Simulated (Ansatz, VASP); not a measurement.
**Cu5Mo: VASP beside Ansatz**

```xyz
6
Lattice="4.9737 0.0000 0.0000 -2.4868 4.3073 0.0000 0.0000 0.0000 7.1460" Properties=species:S:1:pos:R:3 pbc="T T T"
Cu    0.0000    0.0000    2.3900
Cu    0.0000    0.0000    4.7560
Cu    2.4868    0.0000    0.0000
Cu   -1.2434    2.1537    0.0000
Cu    1.2434    2.1537    0.0000
Mo    0.0000    0.0000    0.0000
```

Alike in both runs: functional PBE; k mesh 5 × 5 × 3; occupations gaussian, width 0.2 eV; no spin polarisation.

Ansatz relaxed the structure, and its values are those at the end. VASP's run is a single point on that final structure, the one shown.

|  | VASP | Ansatz |
| --- | --- | --- |
| version | VASP 6.6.1 | Ansatz 0.2.0 |
| potentials or method | VASP PAW PBE potentials, release 64 (Cu, Mo_sv), cutoff 600 eV | scalar-relativistic, plane waves, PAW |
| valence electrons in the cell | 69 | 109 |

Ansatz gave:

- gap on the k mesh at the Fermi level (eV): none
- pressure (GPa): 0.0
- rms of the force components (eV/Å): 0.003

Problem. Estimate VASP's values.

Solution. gap on the k mesh at the Fermi level (eV): none; pressure (GPa): 0.2; rms of the force components (eV/Å): 0.010.

A gap of «none» marks a metal or a gap that the smearing closes. The functional is the same, so the differences come from potentials, cutoffs and numerics. VASP's potentials hold 69 valence electrons a cell and Ansatz's 109, so a difference there can come from the potentials and not from the codes.
